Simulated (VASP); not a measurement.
Set up this calculation in VASP 6.6.1, as the native input.

```yaml
Task: single point
Functional: LDA
Potentials_or_basis: VASP PAW LDA potentials, release 64 (Bi_d, Cl, O)
Cutoff: 520 eV
k_mesh: 6 × 6 × 4
Occupations: gaussian, width 0.1 eV
Spin: no spin polarisation
Dipole_correction: no
Further_INCAR_settings: ALGO = Normal; EDIFF = 1e-06; NBANDS = 37
```

The structure of BiClO lies in POSCAR:

```
BiClO
1.0
    3.8855100000      0.0000000000      0.0000000000
    0.0000000000      3.8855100000      0.0000000000
    0.0000000000      0.0000000000      7.3489000000
Bi Cl O
2 2 2
Direct
    0.5000000000      0.0000000000      0.3290400000
    0.0000000000      0.5000000000      0.6709600000
    0.0000000000      0.5000000000      0.1472000000
    0.5000000000      0.0000000000      0.8528000000
    0.0000000000      0.0000000000      0.5000000000
    0.5000000000      0.5000000000      0.5000000000
```

One way to write it, as run:

INCAR

```
SYSTEM = BiClO
ALGO     = Normal         ! electronic algorithm
EDIFF    = 1E-6           ! SCF threshold, eV
ENCUT    = 520            ! plane-wave cutoff, eV
GGA      = CA             ! functional
ISIF     = 2              ! what is computed and relaxed
ISMEAR   = 0              ! smearing method
LASPH    = .TRUE.         ! aspherical terms in the spheres
LCHARG   = .TRUE.         ! write CHGCAR
LELF     = .TRUE.         ! ELF
LREAL    = .FALSE.        ! projectors in reciprocal space
LVHAR    = .TRUE.       
LWAVE    = .FALSE.        ! write WAVECAR
NBANDS   = 37             ! bands
NELM     = 100            ! most SCF steps
PREC     = Accurate       ! precision mode
SIGMA    = 0.1            ! smearing width, eV
```

KPOINTS

```
k-points
0
G
  6 6 4
  0 0 0
```

Potentials or basis: VASP PAW LDA potentials, release 64 (Bi_d, Cl, O).

Run with:

```bash
$ cat potpaw_LDA.64/Bi_d/POTCAR potpaw_LDA.64/Cl/POTCAR potpaw_LDA.64/O/POTCAR > POTCAR
$ mpirun -np 1 vasp_std > vasp.out
```

Results of the run:

The pressure is -2.9 GPa, the largest force is 0.116 eV/Å and the band gap on the k mesh is 2.53 eV (least direct gap 2.85 eV).

Caveat: spin-orbit coupling is left out, which moves the levels of the heavy elements.

It took 62 s on 1 thread of Intel(R) Xeon(R) 6975P-C (Granite Rapids), with other jobs on the host, peak memory 0.24 GiB.
